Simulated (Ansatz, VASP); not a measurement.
## AlN in VASP and in Ansatz

The input INCAR:

```
SYSTEM = AlN
  PREC = Accurate
  ENCUT = 520
  EDIFF = 1E-6
  ISMEAR = 0
  SIGMA = 0.05
  LREAL = .FALSE.
  LASPH = .TRUE.
  NELM = 100
  ALGO = Normal
  ISIF = 2
  LWAVE = .FALSE.
  LCHARG = .FALSE.
  GGA = PS
  NBANDS = 16
```

File KPOINTS:

```
Automatic mesh
0
G
  9 9 6
  0 0 0
```

Contents of POSCAR:

```
AlN
1.0
    3.1621209404      0.0000000000      0.0000000000
   -1.5810604702      2.7384770642      0.0000000000
    0.0000000000      0.0000000000      4.2963737217
Al N
2 2
Direct
    0.3333333333      0.6666666667      0.7500000000
    0.6666666667      0.3333333333      0.2500000000
    0.3333333333      0.6666666667      0.2500000000
    0.6666666667      0.3333333333      0.7500000000
```

Input for Ansatz:

```yaml
crystal:
  lattice:
    - [3.1621209404, 0.0, 0.0]
    - [-1.5810604702, 2.7384770642, 0.0]
    - [0.0, 0.0, 4.2963737217]
  atoms:
    - { symbol: Al, position: [0.3333333333, 0.6666666667, 0.75] }
    - { symbol: Al, position: [0.6666666667, 0.3333333333, 0.25] }
    - { symbol: "N", position: [0.3333333333, 0.6666666667, 0.25] }
    - { symbol: "N", position: [0.6666666667, 0.3333333333, 0.75] }
basis:
  ecutwfc: 520.0
kpoints:
  mp_grid: { grid: [9, 9, 6] }
hamiltonian:
  xc: pbesol
  pseudopotentials: { kind: paw, azcp: { folder: soft_1 } }
scf:
  occupations: { method: gaussian, width: 0.05 }
output:
  forces: true
  stress: true
  eigenvalues: true
  write_density: true
  write_potential: true
  elf: true
  volumetric_format: npy
```

Alike in both runs: task single point; functional PBEsol; k mesh 9 × 9 × 6; occupations gaussian, width 0.05 eV; no spin polarisation.

|  | VASP | Ansatz |
| --- | --- | --- |
| version | VASP 6.6.1 | Ansatz 0.2.0 |
| potentials or method | VASP PAW PBE potentials, release 64 (Al, N), cutoff 520 eV | scalar-relativistic, plane waves, PAW |
| valence electrons in the cell | 16 | 16 |

Ansatz gave:

```
gap on the k mesh at the Fermi level (eV)                     : 3.55
least direct gap on the mesh (eV)                             : 3.55
pressure (GPa)                                                : 16.4
traceless stress, the component that is largest in VASP (GPa) : -15.22
```

What did VASP give for the same quantities?

gap on the k mesh at the Fermi level (eV): 3.57; least direct gap on the mesh (eV): 3.57; pressure (GPa): 16.5; traceless stress, the component that is largest in VASP (GPa): -15.40.

VASP's potentials were made for PBE, not for PBEsol, and Ansatz warns of the same on its side.
